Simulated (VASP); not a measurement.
Wanted: the native input for a VASP 6.6.1 run.

| Property | Result |
| --- | --- |
| Task | single point |
| Functional | PBE |
| Potentials or basis | VASP PAW PBE potentials, release 64 (Li_sv, F) |
| Cutoff | 520 eV |
| k mesh | 9 × 9 × 6 |
| Occupations | gaussian, width 0.05 eV |
| Spin | no spin polarisation |
| Dipole correction | no |
| Further INCAR settings | ALGO = Normal; EDIFF = 1e-06; NBANDS = 18 |

The structure of LiF lies in POSCAR:

```
LiF
1.0
    3.1094393350      0.0000000000      0.0000000000
   -1.5547196675      2.6928534557      0.0000000000
    0.0000000000      0.0000000000      4.9539587486
Li F
2 2
Direct
    0.3333333333      0.6666666667      0.3606709794
    0.6666666667      0.3333333333      0.8606709794
    0.3333333333      0.6666666667      0.9939266766
    0.6666666667      0.3333333333      0.4939266766
```

This cell differs from its parent crystal: c/a of the conventional cell at fixed volume 1.5932.

These files were run (other wordings do the same):

INCAR

```
SYSTEM = LiF
PREC     = Accurate       ! precision mode
ENCUT    = 520            ! plane-wave cutoff, eV
EDIFF    = 1E-6           ! SCF threshold, eV
ISMEAR   = 0              ! smearing method
SIGMA    = 0.05           ! smearing width, eV
LREAL    = .FALSE.        ! projectors in reciprocal space
LASPH    = .TRUE.         ! aspherical terms in the spheres
NELM     = 80             ! most SCF steps
ALGO     = Normal         ! electronic algorithm
ISIF     = 2              ! what is computed and relaxed
LWAVE    = .FALSE.        ! write WAVECAR
LCHARG   = .FALSE.        ! write CHGCAR
GGA      = PE             ! functional
NBANDS   = 18             ! bands
```

KPOINTS

```
Automatic mesh
0
G
  9 9 6
  0 0 0
```

Potentials or basis: VASP PAW PBE potentials, release 64 (Li_sv, F).

Launch:

```sh
$ cat potpaw_PBE.64/Li_sv/POTCAR potpaw_PBE.64/F/POTCAR > POTCAR
$ mpirun -np 1 vasp_std > vasp.out
```

It gave:

| Property | Result |
| --- | --- |
| Largest force | 0.302 eV/Å |
| Band gap on the k mesh | 7.66 eV, direct |

It took 48 s on 1 thread of AMD EPYC 7R13 Processor (Zen 3), with other jobs on the host, peak memory 0.13 GiB.
